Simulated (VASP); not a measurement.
Write the native input for VASP 6.6.1 that does the following.

```
Task                   : single point
Functional             : LDA
Potentials or basis    : VASP PAW LDA potentials, release 64 (C)
Cutoff                 : 520 eV
k mesh                 : 15 × 15 × 3
Occupations            : gaussian, width 0.03 eV
Spin                   : no spin polarisation
Dipole correction      : no
Further INCAR settings : ALGO = Normal; EDIFF = 1e-07; NBANDS = 26
```

The structure of C lies in POSCAR:

```
C
1.0
   -1.2226660053     -2.1164534110      0.0000000000
    1.2226660053     -2.1164534110      0.0000000000
    0.8151106702     -1.8812919209     13.4515291704
C
8
Direct
    0.3194075448      0.2360742115      0.1250000000
    0.7916297670      0.5416297670      0.3750000000
    0.2638519893     -0.1528146774      0.6250000000
    0.7360742115      0.1527408781      0.8750000000
    0.6528146774      0.5694813441      0.1250000000
    0.1250368996     -0.1249631004      0.3750000000
    0.5972591219      0.1805924552      0.6250000000
    0.0694813441     -0.5138519893      0.8750000000
```

The input as run:

INCAR

```
SYSTEM = C
PREC = Accurate
ENCUT = 520
EDIFF = 1E-7
ISMEAR = 0
SIGMA = 0.03
LREAL = .False.
LASPH = .True.
NELM = 80
ALGO = Normal
ISIF = 2
LWAVE = .False.
LCHARG = .False.
NBANDS = 26
```

KPOINTS

```
regular mesh
0
Gamma
  15 15 3
  0 0 0
```

Potentials or basis: VASP PAW LDA potentials, release 64 (C).

Run with:

```bash
$ cat potpaw_LDA.64/C/POTCAR > POTCAR
$ mpirun -np 1 vasp_std > vasp.out
```

It gave:

```yaml
Pressure: 0.9 GPa
Largest_force: 0.015 eV/Å
```

Run time: 13 min on 1 thread of Intel Xeon 8259CL (shared host), peak memory 0.46 GiB.
